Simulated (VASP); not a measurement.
# Na (Im-3m) in VASP: single point with LDA

Aim: the single point of Na with LDA.

Program: VASP 6.6.1. These are calculated values, not measurements. Logs are shortened: lines on timing, memory, paths and dates and some standing lists are left out, and cuts for length are marked.

### Step 1. The cell of the first run

The structure is cubic, space group Im-3m (No. 229). Conventional cell: a = 4.051 Å, b = 4.051 Å, c = 4.051 Å, α = 90.00°, β = 90.00°, γ = 90.00°. Within 4.6 Å of Na (site symmetry m-3m) lie 14 Na at 3.51 to 4.05 Å.

### Step 2. Single point, LDA

Contents of INCAR:

```
PREC = Accurate ; ENCUT = 500
EDIFF = 1E-6 ; ISMEAR = 0
SIGMA = 0.1 ; LREAL = Auto
LASPH = True ; NELM = 120
ALGO = Normal ; ISIF = 2
LWAVE = False ; LCHARG = False
NBANDS = 134 ; GGA_COMPAT = False
```

Contents of KPOINTS:

```
Automatic mesh
0
Gamma
  3 3 3
```

Contents of POSCAR:

```
Na
1.0
    8.1012357520      0.0000000000     -8.1012357520
    8.1012357520     -8.1012357520      0.0000000000
    0.0000000000     -8.1012357520     -8.1012357520
Na
32
Direct
    0.8750000000      0.8750000000      0.8750000000
    0.8750000000      0.3750000000      0.8750000000
    0.3750000000      0.8750000000      0.8750000000
    0.7500000000      0.7500000000      0.7500000000
    0.3750000000      0.3750000000      0.8750000000
    0.7500000000      0.2500000000      0.7500000000
    0.2500000000      0.7500000000      0.7500000000
    0.6250000000      0.6250000000      0.6250000000
    0.8750000000      0.8750000000      0.3750000000
    0.2500000000      0.2500000000      0.7500000000
    0.6250000000      0.1250000000      0.6250000000
    0.1250000000      0.6250000000      0.6250000000
    0.5000000000      0.5000000000      0.5000000000
    0.8750000000      0.3750000000      0.3750000000
    0.3750000000      0.8750000000      0.3750000000
    0.7500000000      0.7500000000      0.2500000000
    0.1250000000      0.1250000000      0.6250000000
    0.5000000000      0.0000000000      0.5000000000
    0.0000000000      0.5000000000      0.5000000000
    0.3750000000      0.3750000000      0.3750000000
    0.7500000000      0.2500000000      0.2500000000
    0.2500000000      0.7500000000      0.2500000000
    0.6250000000      0.6250000000      0.1250000000
    0.0000000000      1.0000000000      0.5000000000
    0.2500000000      0.2500000000      0.2500000000
    0.6250000000      0.1250000000      0.1250000000
    0.1250000000      0.6250000000      0.1250000000
    0.5000000000      0.5000000000      0.0000000000
    0.1250000000      0.1250000000      0.1250000000
    0.5000000000      0.0000000000      0.0000000000
    0.0000000000      0.5000000000      0.0000000000
    0.0000000000      0.0000000000      0.0000000000
```

Potentials or basis: VASP PAW LDA potentials, release 64 (Na_pv).

Started as:

```bash
> cat potpaw_LDA.64/Na_pv/POTCAR > POTCAR
> mpirun -np 1 vasp_std > vasp.out
```

OUTCAR:

```text
PREC = Accurate
   ENCUT = 500
   EDIFF = 1E-6
   ISMEAR = 0
   LREAL = Auto
   LASPH = True
   NELM = 120
   ISIF = 2

 ion  position               nearest neighbor table
   1  0.875  0.875  0.875-
   2  0.875  0.375  0.875-
   3  0.375  0.875  0.875-
   4  0.750  0.750  0.750-
   5  0.375  0.375  0.875-
   6  0.750  0.250  0.750-
[... 24 lines left out ...]
  31  0.000  0.500  0.000-
  32  0.000  0.000  0.000-

  LATTYP: Found a face centered cubic cell.
 ALAT       =    16.2024715040

  Lattice vectors:

 A1 = (   8.1012357520,   0.0000000000,  -8.1012357520)
 A2 = (   8.1012357520,  -8.1012357520,   0.0000000000)
 A3 = (   0.0000000000,  -8.1012357520,  -8.1012357520)

Analysis of symmetry for initial positions (statically):
=====================================================================
 Subroutine PRICEL returns following result:

  LATTYP: Found a body centered cubic cell.
 ALAT       =     4.0506178760

  Lattice vectors:

 A1 = (  -2.0253089380,   2.0253089380,   2.0253089380)
 A2 = (   2.0253089380,  -2.0253089380,   2.0253089380)
 A3 = (   2.0253089380,   2.0253089380,  -2.0253089380)

  32 primitive cells build up your supercell.

 Routine SETGRP: Setting up the symmetry group for a
 face centered cubic supercell.

 Subroutine GETGRP returns: Found 48 space group operations
 (whereof 48 operations were pure point group operations)
 out of a pool of 48 trial point group operations.

The static configuration has the point symmetry O_h .

Analysis of symmetry for dynamics (positions and initial velocities):
=====================================================================
 Subroutine PRICEL returns following result:

  LATTYP: Found a body centered cubic cell.
 ALAT       =     4.0506178760

  Lattice vectors:

 A1 = (  -2.0253089380,   2.0253089380,   2.0253089380)
 A2 = (   2.0253089380,  -2.0253089380,   2.0253089380)
 A3 = (   2.0253089380,   2.0253089380,  -2.0253089380)

  32 primitive cells build up your supercell.

 Routine SETGRP: Setting up the symmetry group for a
 face centered cubic supercell.

 Subroutine GETGRP returns: Found 48 space group operations
 (whereof 48 operations were pure point group operations)
 out of a pool of 48 trial point group operations.

The dynamic configuration has the point symmetry O_h .

 Subroutine INISYM returns: Found 48 space group operations
 (whereof 48 operations are pure point group operations),
 and found    32 'primitive' translations

----------------------------------------------------------------------------------------

                                     Primitive cell

  volume of cell :      33.2303

  direct lattice vectors                    reciprocal lattice vectors
    -2.025308938  2.025308938  2.025308938     0.000000000  0.246875916  0.246875916
     2.025308938 -2.025308938  2.025308938     0.246875916 -0.000000000  0.246875916
     2.025308938  2.025308938 -2.025308938     0.246875916  0.246875916  0.000000000

  length of vectors
     3.507937982  3.507937982  3.507937982     0.349135269  0.349135269  0.349135269

  position of ions in fractional coordinates (direct lattice)
     0.000000000  0.000000000  0.000000000

  ion indices of the primitive-cell ions
   primitive index   ion index
                 1           1

----------------------------------------------------------------------------------------

 KPOINTS: Automatic mesh

Automatic generation of k-mesh.
 Grid dimensions read from file:
 generate k-points for:    3    3    3

 Generating k-lattice:

  Cartesian coordinates                     Fractional coordinates (reciprocal lattice)
     0.020572993  0.020572993 -0.020572993     0.333333333  0.000000000  0.000000000
     0.020572993 -0.020572993  0.020572993     0.000000000  0.333333333  0.000000000
    -0.020572993 -0.020572993 -0.020572993     0.000000000  0.000000000  0.333333333

  Length of vectors
     0.035633469  0.035633469  0.035633469

  Shift w.r.t. Gamma in fractional coordinates (k-lattice)
     0.000000000  0.000000000  0.000000000

 Subroutine IBZKPT returns following result:
 ===========================================

 Found      4 irreducible k-points:

 Following reciprocal coordinates:
            Coordinates               Weight
  0.000000  0.000000  0.000000      1.000000
  0.333333  0.000000  0.000000      8.000000
  0.333333  0.333333  0.000000      6.000000
 -0.333333  0.333333  0.000000     12.000000
   k-points           NKPTS =      4   k-points in BZ     NKDIM =      4   number of bands    NBANDS=    134
   number of dos      NEDOS =    301   number of ions     NIONS =     32
   total plane-waves  NPLWV = 592704
   dimension x,y,z NGX =    84 NGY =   84 NGZ =   84
   dimension x,y,z NGXF=   168 NGYF=  168 NGZF=  168
   ions per type =              32
   NGX,Y,Z   is equivalent  to a cutoff of  12.19, 12.19, 12.19 a.u.
   NGXF,Y,Z  is equivalent  to a cutoff of  24.38, 24.38, 24.38 a.u.
 SYSTEM =  unknown system
   PREC   = accura    normal or accurate (medium, high low for compatibility)
   ISTART =      0    job   : 0-new  1-cont  2-samecut
   ICHARG =      2    charge: 1-file 2-atom 10-const
   ISPIN  =      1    spin polarized calculation?
   LNONCOLLINEAR =      F non collinear calculations
   LSORBIT =      F    spin-orbit coupling
   LASPH  =      T    aspherical Exc in radial PAW
   ENCUT  =  500.0 eV  36.75 Ry    6.06 a.u.  20.89 20.89 20.89*2*pi/ulx,y,z
   NELM   =    120;   NELMIN=  2; NELMDL= -5     # of ELM steps
   EDIFF  = 0.1E-05   stopping-criterion for ELM
   LREAL  =      T    real-space projection
   EDIFFG = 0.1E-04   stopping-criterion for IOM
   NSW    =      0    number of steps for IOM
   IBRION =     -1    ionic relax: 0-MD 1-quasi-New 2-CG
   NFREE  =      0    steps in history (QN), initial steepest desc. (CG)
   ISIF   =      2    stress and relaxation
   ISYM   =      2    0-nonsym 1-usesym 2-fastsym
   POTIM  = 0.5000    time-step for ionic-motion
   TEBEG  =    0.0;   TEEND  =   0.0 temperature during run
   PSTRESS=    0.0 pullay stress
   NELECT =     224.0000    total number of electrons
   NUPDOWN=      -1.0000    fix difference up-down
   EMIN   =  10.00;   EMAX   =-10.00  energy-range for DOS
   EFERMI =   0.00;   METHOD = LEGACY
   ISMEAR =     0;   SIGMA  =   0.10  broadening in eV -4-tet -1-fermi 0-gaus
   EFERMI_NEDOS =   21; number of points for ismear=-14 and -15
   IALGO  =     38    algorithm
   IMIX   =      4    mixing-type and parameters
     AMIX     =   0.40;   BMIX     =  1.00
     AMIX_MAG =   1.60;   BMIX_MAG =  1.00
  volume/ion in A,a.u.               =      33.23       224.25
  Fermi-wavevector in a.u.,A,eV,Ry     =   0.974084  1.840751 12.909737  0.948839
  Thomas-Fermi vector in A             =   2.104515
   LORBIT       =      0    0 simple, 1 ext, 2 COOP (PROOUT), +10 PAW based schemes
   GGA     = CA    functional components
   LHFCALC =     F    Hartree Fock is set to
   AEXX    =    0.0000 exact exchange contribution
   IVDW    =     0    specifies the selected vdW correction
   LEPSILON=     F    determine dielectric tensor
   LRPA    =     F    only Hartree local field effects (RPA)
 non-spin polarized calculation
 Gauss-broadening in eV      SIGMA  =   0.10
  energy-cutoff  :      500.00
  volume of cell :     1063.37
 maximum number of plane-waves:     27018
   NGX = 41   NGY = 41   NGZ = 41

 number of electron     223.9999744 magnetization

 Free energy of the ion-electron system (eV)
  ---------------------------------------------------
  ext. energy  EPLUGINS =         0.00000000
  ---------------------------------------------------
  free energy    TOTEN  =       -46.37116775 eV

  energy without entropy =      -46.26867939  energy(sigma->0) =      -46.31992357

 E-fermi :   0.5123     XC(G=0):  -7.0424

 val. band max:        0.2796471030   @ k =   0.3333   0.3333   0.0000
 cond. band min:       0.5242025651   @ k =  -0.3333   0.3333   0.0000
 fundamental gap:      0.2445554621
 Fermi energy:         0.5123460767

 k-point     1 :       0.0000    0.0000    0.0000
  band No.  band energies     occupation
      1     -24.4340      2.00000
      2     -24.4340      2.00000
      3     -24.4340      2.00000
      4     -24.4340      2.00000
      5     -24.4340      2.00000
      6     -24.4340      2.00000
[... 116 lines left out ...]
    123       1.7828      0.00000
    124       2.8400      0.00000

 k-point     2 :       0.3333    0.0000    0.0000
  band No.  band energies     occupation
      1     -24.4320      2.00000
      2     -24.4320      2.00000
      3     -24.4320      2.00000
      4     -24.4298      2.00000
      5     -24.4298      2.00000
      6     -24.4298      2.00000
[... 116 lines left out ...]
    123       1.9730      0.00000
    124       1.9730      0.00000

 k-point     3 :       0.3333    0.3333    0.0000
  band No.  band energies     occupation
      1     -24.4302      2.00000
      2     -24.4302      2.00000
      3     -24.4295      2.00000
      4     -24.4295      2.00000
      5     -24.4295      2.00000
      6     -24.4295      2.00000
[... 116 lines left out ...]
    123       2.0319      0.00000
    124       2.2046      0.00000

 k-point     4 :      -0.3333    0.3333    0.0000
  band No.  band energies     occupation
      1     -24.4301      2.00000
      2     -24.4271      2.00000
      3     -24.4271      2.00000
      4     -24.4271      2.00000
      5     -24.4271      2.00000
      6     -24.4265      2.00000
[... 116 lines left out ...]
    123       1.7470      0.00000
    124       1.9181      0.00000
 [bands above 124 left out]

------------------------ aborting loop because EDIFF is reached ----------------------------------------

  FORCE on cell =-STRESS in cart. coord.  units (eV):
  Direction    XX          YY          ZZ          XY          YZ          ZX
  --------------------------------------------------------------------------------------
  -------------------------------------------------------------------------------------
  Total       -0.0015616     -0.0015616     -0.0015616      0.0000000     -0.0000000      0.0000000
  in kB       -0.0023529     -0.0023529     -0.0023529      0.0000000     -0.0000000      0.0000000
  external PRESSURE =      -0.0023529 kB  Pullay stress =       0.0000000 kB

 VOLUME and BASIS-vectors are now :
 -----------------------------------------------------------------------------
  energy-cutoff  :      500.00
  volume of cell :     1063.37
      direct lattice vectors                 reciprocal lattice vectors
     8.101235752  0.000000000 -8.101235752     0.061718979  0.061718979 -0.061718979
     8.101235752 -8.101235752  0.000000000     0.061718979 -0.061718979  0.061718979
     0.000000000 -8.101235752 -8.101235752    -0.061718979 -0.061718979 -0.061718979

 POSITION                                       TOTAL-FORCE (eV/Angst)
 -----------------------------------------------------------------------------------
     14.17716    -14.17716    -14.17716         0.000000     -0.000000     -0.000000
     10.12654    -10.12654    -14.17716         0.000000     -0.000000     -0.000000
     10.12654    -14.17716    -10.12654        -0.000000     -0.000000      0.000000
     12.15185    -12.15185    -12.15185         0.000000      0.000000     -0.000000
      6.07593    -10.12654    -10.12654        -0.000000     -0.000000      0.000000
      8.10124     -8.10124    -12.15185         0.000000     -0.000000      0.000000
[... 24 lines left out ...]
      4.05062     -4.05062      0.00000        -0.000000      0.000000      0.000000
      0.00000      0.00000      0.00000         0.000000     -0.000000      0.000000
 -----------------------------------------------------------------------------------
    total drift:                                0.000000     -0.000000     -0.000000

  FREE ENERGIE OF THE ION-ELECTRON SYSTEM (eV)
  ---------------------------------------------------
  free  energy   TOTEN  =       -46.3711677462 eV

  energy  without entropy=      -46.2686793884  energy(sigma->0) =      -46.31992357
```

Run time: 7.9 min. Hardware: 1 thread of Intel Xeon 6975P-C (Granite Rapids), shared host; peak memory 0.86 GiB.

Results:

```
Free energy            : -46.3712 eV
Pressure               : 0.0 GPa
Band gap on the k mesh : zero (bands 112 and 113 overlap by 1.07 eV)
```

The gap in the log of VASP goes by the Fermi energy; the results here count the filled bands.